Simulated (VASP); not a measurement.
# Sb (R-3m) in VASP: a series of runs, part 2 of 3

VASP 6.6.1. The steps go on from the part before.

## 4. Single point, PBE

INCAR reads:

```
PREC = Accurate
ENCUT = 520
EDIFF = 1E-7
ISMEAR = 0
SIGMA = 1.0
LREAL = F
LASPH = T
NELM = 80
ALGO = Normal
ISIF = 2
LWAVE = F
LCHARG = F
GGA = PE
NBANDS = 12
```

KPOINTS reads:

```
regular mesh
0
Gamma
  9 9 9
```

POSCAR reads:

```
Sb
1.0
    2.1879029667      1.2631863668      3.8431731385
   -2.1879029667      1.2631863668      3.8431731385
    0.0000000000     -2.5263727336      3.8431731385
Sb
2
Direct
    0.2326795448      0.2326795448      0.2326795448
    0.7673204552      0.7673204552      0.7673204552
```

Potentials or basis: VASP PAW PBE potentials, release 64 (Sb).

Launch:

```
$ cat potpaw_PBE.64/Sb/POTCAR > POTCAR
$ mpirun -np 1 vasp_std > vasp.out
```

OUTCAR:

```text
PREC = Accurate
   ENCUT = 520
   EDIFF = 1E-7
   ISMEAR = 0
   LREAL = F
   LASPH = T
   NELM = 80
   ISIF = 2
   GGA = PE

 ion  position               nearest neighbor table
   1  0.233  0.233  0.233-   2 2.95   2 2.95   2 2.95   2 3.43   2 3.43   2 3.43
   2  0.767  0.767  0.767-   1 2.95   1 2.95   1 2.95   1 3.43   1 3.43   1 3.43

  LATTYP: Found a trigonal (rhomboedric) cell.
 ALAT       =     4.5991889460
 COS(alpha) =     0.5473905614

  Lattice vectors:

 A1 = (   2.1879029667,   1.2631863668,   3.8431731385)
 A2 = (  -2.1879029667,   1.2631863668,   3.8431731385)
 A3 = (   0.0000000000,  -2.5263727336,   3.8431731385)

Analysis of symmetry for initial positions (statically):
=====================================================================
 Subroutine PRICEL returns:
 Original cell was already a primitive cell.

 Routine SETGRP: Setting up the symmetry group for a
 trigonal (rhombohedral) supercell.

 Subroutine GETGRP returns: Found 12 space group operations
 (whereof 12 operations were pure point group operations)
 out of a pool of 12 trial point group operations.

The static configuration has the point symmetry D_3d.

Analysis of symmetry for dynamics (positions and initial velocities):
=====================================================================
 Subroutine PRICEL returns:
 Original cell was already a primitive cell.

 Routine SETGRP: Setting up the symmetry group for a
 trigonal (rhombohedral) supercell.

 Subroutine GETGRP returns: Found 12 space group operations
 (whereof 12 operations were pure point group operations)
 out of a pool of 12 trial point group operations.

The dynamic configuration has the point symmetry D_3d.

 Subroutine INISYM returns: Found 12 space group operations
 (whereof 12 operations are pure point group operations),
 and found     1 'primitive' translations

[... 116 lines left out ...]
  Fermi-wavevector in a.u.,A,eV,Ry     =   0.883004  1.668635 10.608406  0.779696
  Thomas-Fermi vector in A             =   2.003712
   LORBIT       =      0    0 simple, 1 ext, 2 COOP (PROOUT), +10 PAW based schemes
   GGA     = PE    functional components
   LHFCALC =     F    Hartree Fock is set to
   AEXX    =    0.0000 exact exchange contribution
   IVDW    =     0    specifies the selected vdW correction
   LEPSILON=     F    determine dielectric tensor
   LRPA    =     F    only Hartree local field effects (RPA)
 non-spin polarized calculation
 Gauss-broadening in eV      SIGMA  =   1.00
  energy-cutoff  :      520.00
  volume of cell :       63.73
 maximum number of plane-waves:      1737
 NGX is ok and might be reduce to    36
   NGX = 17   NGY = 17   NGZ = 17

 number of electron      10.0000000 magnetization

 Free energy of the ion-electron system (eV)
  ---------------------------------------------------
  ext. energy  EPLUGINS =         0.00000000
  ---------------------------------------------------
  free energy    TOTEN  =        -8.42862287 eV

  energy without entropy =       -8.01654801  energy(sigma->0) =       -8.22258544

 E-fermi :   6.4982     XC(G=0):  -9.3032

 val. band max:        6.4776779408   @ k =   0.3333   0.2222   0.2222
 cond. band min:       6.6454085400   @ k =   0.4444   0.0000  -0.0000
 fundamental gap:      0.1677305991
 Fermi energy:         6.4981690586

 k-point     1 :       0.0000    0.0000    0.0000
  band No.  band energies     occupation
      1      -5.7110      2.00000
      2       1.5568      2.00000
      3       4.6742      1.99011
      4       4.9281      1.97361
      5       4.9281      1.97361
      6       8.5837      0.00318
      7       9.2107      0.00013
      8       9.2107      0.00013
      9      11.8027      0.00000
     10      11.8027      0.00000
     11      11.9366      0.00000
     12      13.3418      0.00000
[... 331 lines left out ...]
 k-point    24 :       0.4444    0.4444   -0.0000
  band No.  band energies     occupation
      1      -3.6607      2.00000
      2      -1.2478      2.00000
      3       1.6755      2.00000
      4       3.1753      2.00000
      5       3.2337      2.00000
      6       8.3086      0.01046
      7      11.2023      0.00000
      8      11.8610      0.00000
      9      12.6491      0.00000
     10      15.0502      0.00000
     11      16.0261      0.00000
     12      17.1768      0.00000

 [... further k-points ...]
[... 5 lines left out ...]
  --------------------------------------------------------------------------------------
  -------------------------------------------------------------------------------------
  Total        0.1619266      0.1619266      0.1414020     -0.0000000      0.0000000      0.0000000
  in kB        4.0709164      4.0709164      3.5549157     -0.0000000      0.0000000      0.0000000
  external PRESSURE =       3.8989162 kB  Pullay stress =       0.0000000 kB

 VOLUME and BASIS-vectors are now :
 -----------------------------------------------------------------------------
  energy-cutoff  :      520.00
  volume of cell :       63.73
      direct lattice vectors                 reciprocal lattice vectors
     2.187902967  1.263186367  3.843173139     0.228529330  0.131941470  0.086733884
    -2.187902967  1.263186367  3.843173139    -0.228529330  0.131941470  0.086733884
     0.000000000 -2.526372734  3.843173139     0.000000000 -0.263882941  0.086733884

 POSITION                                       TOTAL-FORCE (eV/Angst)
 -----------------------------------------------------------------------------------
      0.00000      0.00000      2.68268         0.000000      0.000000      0.266621
      0.00000      0.00000      8.84684         0.000000      0.000000     -0.266621
 -----------------------------------------------------------------------------------
    total drift:                                0.000000     -0.000000     -0.000000

  FREE ENERGIE OF THE ION-ELECTRON SYSTEM (eV)
  ---------------------------------------------------
  free  energy   TOTEN  =        -8.4286228697 eV

  energy  without entropy=       -8.0165480059  energy(sigma->0) =       -8.22258544
```

stdout:

```text
POSCAR found type information on POSCAR Sb
 POSCAR found :  1 types and       2 ions
 scaLAPACK will be used
 LDA part: xc-table for (Slater+PW92), standard interpolation
 POSCAR, INCAR and KPOINTS ok, starting setup
 FFT: planning ... GRIDC
 FFT: planning ... GRID_SOFT
 FFT: planning ... GRID
 WAVECAR not read
 entering main loop
```

Wall time 46 s (1 thread of Intel Xeon Platinum 8259CL at 2.50GHz (Skylake/Cascade Lake), shared host); peak memory 0.23 GiB.

What came out:

- Free energy: -8.4286 eV
- Pressure: 0.4 GPa
- Largest force: 0.267 eV/Å
- Band gap on the k mesh: 0.17 eV, indirect (least direct gap 0.50 eV)

Forces on the atoms (eV/Å):
```
Sb   0.000  0.000  0.267
Sb   0.000  0.000 -0.267
```

Caveat: spin-orbit coupling is left out, which moves the levels of the heavy elements. A k mesh can miss the band edges.

(Continued in part 3 of 3.)
